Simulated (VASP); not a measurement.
A run of VASP 6.6.1 is set up as follows.

Contents of INCAR:

```
SYSTEM = Cd2SO
PREC     = Accurate       ! precision mode
ENCUT    = 700            ! plane-wave cutoff, eV
EDIFF    = 1E-6           ! SCF threshold, eV
ISMEAR   = -1             ! smearing method
SIGMA    = 0.02           ! smearing width, eV
LREAL    = .FALSE.        ! projectors in reciprocal space
LASPH    = .TRUE.         ! aspherical terms in the spheres
NELM     = 120            ! most SCF steps
ALGO     = Normal         ! electronic algorithm
ISIF     = 2              ! what is computed and relaxed
LWAVE    = .FALSE.        ! write WAVECAR
LCHARG   = .FALSE.        ! write CHGCAR
GGA      = PE             ! functional
NBANDS   = 34             ! bands
GGA_COMPAT= .FALSE.
```

File KPOINTS:

```
Automatic mesh
0
G
  6 6 4
  0 0 0
```

POSCAR

```
Cd2SO
1.0
    4.0065137173      0.0000000000      0.0000000000
    0.0000000000      4.0065137173      0.0000000000
    0.0000000000      0.0000000000      5.5461424258
O Cd S
1 2 1
Direct
    0.0000000000      0.0000000000      0.0000000000
    0.0000000000      0.5000000000      0.7925351347
    0.5000000000      0.0000000000      0.2074648653
    0.5000000000      0.5000000000      0.5000000000
```

Potentials or basis: VASP PAW PBE potentials, release 64 (O, Cd_sv_GW, S).

Launch:

```console
$ cat potpaw_PBE.64/O/POTCAR potpaw_PBE.64/Cd_sv_GW/POTCAR potpaw_PBE.64/S/POTCAR > POTCAR
$ mpirun -np 1 vasp_std > vasp.out
```

Task: Predict the band gap on the k mesh.

Result: Zero (filled and empty bands touch).

Task: Estimate the largest force.

Result: 0.043 eV/Å.

Task: Predict the pressure.

Result: -3.6 GPa.

Forces on the atoms (eV/Å):
```
O    0.000  0.000  0.000
Cd   0.000  0.000 -0.043
Cd   0.000  0.000  0.043
S    0.000  0.000  0.000
```

Caveat: the cell stands under tension; semilocal functionals underestimate gaps, and a narrow one can read as zero.
